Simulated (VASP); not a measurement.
Input of a VASP 6.6.1 run:

INCAR

```
PREC     = Accurate       # precision mode
ENCUT    = 520            # plane-wave cutoff, eV
EDIFF    = 1E-6           # SCF threshold, eV
ISMEAR   = 1              # smearing method
SIGMA    = 0.01           # smearing width, eV
LREAL    = F              # projectors in reciprocal space
LASPH    = T              # aspherical terms in the spheres
NELM     = 100            # most SCF steps
ALGO     = Normal         # electronic algorithm
ISIF     = 2              # what is computed and relaxed
LWAVE    = F              # write WAVECAR
LCHARG   = F              # write CHGCAR
GGA      = PE             # functional
NBANDS   = 18             # bands
```

The input KPOINTS:

```
Automatic mesh
0
Gamma
  10 10 6
```

The input POSCAR:

```
Y
1.0
    3.6535431712      0.0000000000      0.0000000000
   -1.8267715856      3.1640612001      0.0000000000
    0.0000000000      0.0000000000      5.6988610241
Y
2
Direct
    0.3333333333      0.6666666667      0.2500000000
    0.6666666667      0.3333333333      0.7500000000
```

Potentials or basis: VASP PAW PBE potentials, release 64 (Y_sv).

The run is started by

```bash
$ cat potpaw_PBE.64/Y_sv/POTCAR > POTCAR
$ mpirun -np 1 vasp_std > vasp.out
```

Q: What does it give for the band gap on the k mesh?

A: Zero (bands 11 and 12 overlap by 1.45 eV).

Q: Predict the pressure.

A: -0.3 GPa.

Stress tensor (GPa, compression positive):
```
-0.07  0.00  0.00
 0.00 -0.07  0.00
 0.00  0.00 -0.72
```
